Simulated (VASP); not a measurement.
Runs of VASP 6.6.1 on Ge. The structure is that of space group I4_1/amd (No. 141), or close to it. The cells are those of the table. 

```tsv
cell	gap on the mesh (eV)	pressure (GPa)
a = 4.173, b = 4.173, c = 5.516 Å, 4 atoms	0.25	-3.1
a = 4.253, b = 4.253, c = 5.430 Å, 4 atoms	none	-4.2
a = 3.852, b = 3.852, c = 5.831 Å, 4 atoms	0.28	4.4
a = 4.093, b = 4.093, c = 5.596 Å, 4 atoms	0.11	(b)
a = 4.253, b = 4.253, c = 5.471 Å, 4 atoms	none	-4.6
a = 4.173, b = 4.173, c = 5.539 Å, 4 atoms	(a)	-3.3
```

Alike in all rows: task single point; level r2SCAN; potentials or basis VASP PAW PBE potentials, release 64 (Ge_d); no spin polarisation; k mesh 10 × 10 × 6; cutoff (eV) 520; smearing gaussian 0.02 eV.

Q: Estimate the missing entries.

A: (a) 0.26; (b) -1.7.

Caveats: the PAW data sets were made with another functional, which shifts forces and pressure a little; the cell stands under tension (at least some runs); semilocal functionals underestimate gaps, so a narrow gap can read as zero (at least some runs); the cell stands under pressure (at least some runs).

A k mesh can miss the band edges, and the runs leave out spin-orbit coupling on Ge.

A gap of «none» marks levels without a gap at the run's occupations.
